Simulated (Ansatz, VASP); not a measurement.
## Two plane-wave programs on TaN

```
Ta N
1.0
     4.93965    0.00000    0.00000
    -2.46982    4.27786    0.00000
     0.00000    0.00000    2.76484
Ta N
3 3
Cartesian
  0.0000 2.8519 1.3824
  2.4698 1.4260 1.3824
  0.0000 0.0000 0.0000
  1.9383 0.0000 0.0000
  1.5006 2.5992 0.0000
  -0.9692 1.6787 0.0000
```

Change from the starting cell: strain -0.050 along x and y, -0.050 along z, atoms carried along.

Alike in both runs: task single point; functional r2SCAN; k mesh 12 × 12 × 16; occupations gaussian, width 0.15 eV; no spin polarisation.

|  | VASP | Ansatz |
| --- | --- | --- |
| version | VASP 6.6.1 | Ansatz 0.2.0 |
| potentials or method | VASP PAW PBE potentials, release 64 (Ta_pv, N), cutoff 660 eV | scalar-relativistic, plane waves, PAW |
| valence electrons in the cell | 48 | 54 |

```csv
,VASP,Ansatz,Ansatz less VASP
gap on the k mesh at the Fermi level (eV),none,none,-
pressure (GPa),74.1,70.7,-3.45
"traceless stress, the component that is largest in VASP (GPa)",2.08,2.27,+0.184
rms of the force components (eV/Å),0.326,0.311,-0.0144
```

VASP's potentials were made for PBE, not for r2SCAN. Atom by atom the forces differ by 0.014 eV/Å (rms over components). A gap of «none» marks a metal or a gap that the smearing closes. Both programs put the cell under a high pressure, so it lies far from rest at this level. VASP's potentials hold 48 valence electrons a cell and Ansatz's 54, so a difference there can come from the potentials and not from the codes.

Spin-orbit coupling is off throughout. Noted on VASP's run: the cell as given lies far from equilibrium.
